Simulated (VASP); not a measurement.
Here is a VASP 6.6.1 calculation.

The input INCAR:

```
SYSTEM = PbO
PREC     = Accurate       ! precision mode
ENCUT    = 520            ! plane-wave cutoff, eV
EDIFF    = 1E-6           ! SCF threshold, eV
ISMEAR   = 0              ! smearing method
SIGMA    = 0.05           ! smearing width, eV
LREAL    = .FALSE.        ! projectors in reciprocal space
LASPH    = .TRUE.         ! aspherical terms in the spheres
NELM     = 60             ! most SCF steps
ALGO     = Normal         ! electronic algorithm
ISIF     = 2              ! what is computed and relaxed
LWAVE    = .FALSE.        ! write WAVECAR
LCHARG   = .TRUE.         ! write CHGCAR
GGA      = PS             ! functional
LELF     = .TRUE.         ! ELF
LVHAR    = .TRUE.       
NBANDS   = 28             ! bands
```

File KPOINTS:

```
regular mesh
0
G
  8 8 6
  0 0 0
```

POSCAR

```
PbO
1.0
    4.0936320000      0.0000000000      0.0000000000
    0.0000000000      4.0936320000      0.0000000000
    0.0000000000      0.0000000000      5.1726600000
Pb O
2 2
Direct
    0.0000000000      0.5000000000      0.2351000000
    0.5000000000      0.0000000000      0.7649000000
    0.0000000000      0.0000000000      0.0000000000
    0.5000000000      0.5000000000      0.0000000000
```

Potentials or basis: VASP PAW PBE potentials, release 64 (Pb_d, O).

Run with:

```console
$ cat potpaw_PBE.64/Pb_d/POTCAR potpaw_PBE.64/O/POTCAR > POTCAR
$ mpirun -np 1 vasp_std > vasp.out
```

Q: What does it give for the pressure?

A: -5.3 GPa.

Q: Estimate the band gap on the k mesh.

A: 1.31 eV, indirect (least direct gap 2.00 eV).

Q: Estimate the largest force.

A: 0.928 eV/Å.

Forces in eV/Å, atoms in the order of the input:
```
Pb   0.000  0.000 -0.928
Pb   0.000  0.000  0.928
O    0.000  0.000  0.000
O    0.000  0.000  0.000
```

Caveat: the cell differs from its parent crystal (strain +0.030 along x and y, +0.030 along z); the PAW data sets were made with another functional, which shifts forces and pressure a little; spin-orbit coupling is left out, which moves the levels of the heavy elements. A k mesh can miss the band edges.
